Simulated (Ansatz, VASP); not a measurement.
## PtSe2 in VASP and in Ansatz

File INCAR:

```
  ALGO = Normal
  EDIFF = 1E-6
  ENCUT = 520
  GGA = PE
  ISIF = 2
  ISMEAR = 0
  LASPH = T
  LCHARG = F
  LREAL = F
  LWAVE = F
  NBANDS = 18
  NELM = 60
  PREC = Accurate
  SIGMA = 0.05
```

Contents of KPOINTS:

```
k-points
0
Gamma
  12 12 4
```

POSCAR

```
PtSe2
1.0
    3.7516620337      0.0000000000      0.0000000000
   -1.8758310169      3.2490346276      0.0000000000
    0.0000000000      0.0000000000      6.6247817263
Pt Se
1 2
Direct
    0.0000000000      0.0000000000      0.0000000000
    0.3333333333      0.6666666667      0.2001869949
    0.6666666667      0.3333333333      0.7998130051
```

Input for Ansatz:

```yaml
crystal:
  lattice:
    - [3.7516620337, 0.0, 0.0]
    - [-1.8758310169, 3.2490346276, 0.0]
    - [0.0, 0.0, 6.6247817263]
  atoms:
    - { symbol: Pt, position: [0.0, 0.0, 0.0] }
    - { symbol: Se, position: [0.3333333333, 0.6666666667, 0.2001869949] }
    - { symbol: Se, position: [0.6666666667, 0.3333333333, 0.7998130051] }
basis:
  ecutwfc: 420
kpoints:
  mp_grid: { grid: [12, 12, 4] }
hamiltonian:
  xc: pbe
scf:
  occupations: { method: gaussian, width: 0.05 }
output:
  forces: true
  stress: true
  eigenvalues: true
  write_density: true
  write_potential: true
  elf: true
  volumetric_format: npy
```

Change from the starting cell: strain +0.0150 x Voigt [0, 0, 1, 0, 0, 0], atoms carried along.

Alike in both runs: task single point; functional PBE; k mesh 12 × 12 × 4; occupations gaussian, width 0.05 eV; no spin polarisation.

```csv
,VASP,Ansatz
version,VASP 6.6.1,Ansatz 0.2.0
potentials or method,"VASP PAW PBE potentials, release 64 (Pt, Se), cutoff 520 eV","scalar-relativistic, plane waves, PAW"
valence electrons in the cell,22,50
```

```csv
,VASP,Ansatz,Ansatz less VASP
gap on the k mesh at the Fermi level (eV),0.94,0.95,+0.011
least direct gap on the mesh (eV),1.09,1.10,+0.011
pressure (GPa),-1.0,-1.0,+0.03
"traceless stress, the component that is largest in VASP (GPa)",-0.15,-0.16,-0.008
rms of the force components (eV/Å),0.102,0.101,-0.0015
```

Atom by atom the forces differ by 0.001 eV/Å (rms over components). VASP's potentials hold 22 valence electrons a cell and Ansatz's 50, so a difference there can come from the potentials and not from the codes.

Spin-orbit coupling is off throughout.
